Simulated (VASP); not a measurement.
Wanted: the native input for a VASP 6.6.1 run.

```
Task                   : relaxation of cell and atoms
Functional             : LDA
Potentials or basis    : VASP PAW LDA potentials, release 64 (Ta_pv)
Cutoff                 : 600 eV
k mesh                 : 14 × 14 × 14
Occupations            : fermi-dirac, width 0.05 eV
Spin                   : no spin polarisation
Dipole correction      : no
Further INCAR settings : ALGO = Normal; EDIFF = 1e-06; IBRION = 2; EDIFFG = -0.005; NSW = 60; ISIF = 3
```

The structure of Ta lies in POSCAR:

```
Ta
1.0
    2.6509155493      0.0000000000      0.0000000000
    0.0000000000      2.6509155493      0.0000000000
    0.0000000000      0.0000000000      2.6509155493
Ta
1
Direct
    0.0000000000      0.0000000000      0.0000000000
```

This isn't the form of Ta at room conditions, which is bcc.

The input as run:

INCAR

```
PREC     = Accurate       # precision mode
ENCUT    = 600            # plane-wave cutoff, eV
EDIFF    = 1E-6           # SCF threshold, eV
ISMEAR   = -1             # smearing method
SIGMA    = 0.05           # smearing width, eV
LREAL    = False          # projectors in reciprocal space
LASPH    = True           # aspherical terms in the spheres
NELM     = 80             # most SCF steps
ALGO     = Normal         # electronic algorithm
ISIF     = 3              # what is computed and relaxed
LWAVE    = False          # write WAVECAR
LCHARG   = False          # write CHGCAR
IBRION   = 2              # ionic algorithm
NSW      = 60             # ionic steps
EDIFFG   = -0.005         # ionic threshold
```

KPOINTS

```
Automatic mesh
0
Gamma
  14 14 14
```

Potentials or basis: VASP PAW LDA potentials, release 64 (Ta_pv).

Run with:

```console
$ cat potpaw_LDA.64/Ta_pv/POTCAR > POTCAR
$ mpirun -np 1 vasp_std > vasp.out
```

It gave:

```
Relaxed volume                        : 19.39 Å³/atom
Relaxed cell                          : a = 2.687 Å, b = 2.687 Å, c = 2.687 Å, α = 90.00°, β = 90.00°, γ = 90.00°
Space group after relaxing (to 0.1 Å) : Pm-3m (No. 221)
Energy gained by relaxing             : 15.9 meV/atom
Ionic steps                           : 4
Pressure after relaxing               : 0.0 GPa
Band gap on the k mesh                : zero (an odd number of electrons rules out a gap without spin polarisation)
```

Caveat: spin-orbit coupling is left out, which moves the levels of the heavy elements.

Wall time 67 s on 1 thread of Intel Xeon 8259CL (shared host), peak memory 0.16 GiB.
